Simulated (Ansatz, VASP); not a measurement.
AlRu: VASP beside Ansatz

```xyz
8
Lattice="4.7386 0.1382 0.1339 0.1382 5.1410 -0.1332 0.1339 -0.1332 5.1752" Properties=species:S:1:pos:R:3 pbc="T T T"
Al    2.2463    3.1848    1.5237
Al    1.6537    0.3896    1.2738
Al    2.9442    3.1821    3.8978
Al    4.8079    2.4326    2.5592
Ru    4.2852    5.0011    2.5334
Ru    0.5367    3.6795    4.8725
Ru    1.7121    0.8395    3.8631
Ru    3.8666    1.4507    0.3006
```

Alike in both runs: task relaxation of cell and atoms; functional PBE; k mesh 3 × 3 × 3; occupations gaussian, width 0.1 eV; no spin polarisation.

|  | VASP | Ansatz |
| --- | --- | --- |
| version | VASP 6.6.1 | Ansatz 0.2.0 |
| potentials or method | VASP PAW PBE potentials, release 64 (Al, Ru_pv), cutoff 600 eV | scalar-relativistic, plane waves, PAW |
| valence electrons in the cell | 68 | 76 |

Ansatz gave:

* gap on the k mesh at the Fermi level, each at its own relaxed structure (eV): 0.13
* relaxed volume (Å³/atom): 14.32
* relaxed cell length with the largest relative difference (Å): 4.856

Task: Estimate VASP's values.

Result: gap on the k mesh at the Fermi level, each at its own relaxed structure (eV): 0.12; relaxed volume (Å³/atom): 14.35; relaxed cell length with the largest relative difference (Å): 4.840.

VASP's potentials hold 68 valence electrons a cell and Ansatz's 76, so a difference there can come from the potentials and not from the codes.

The k mesh is coarse, so the values compare programs but aren't converged.
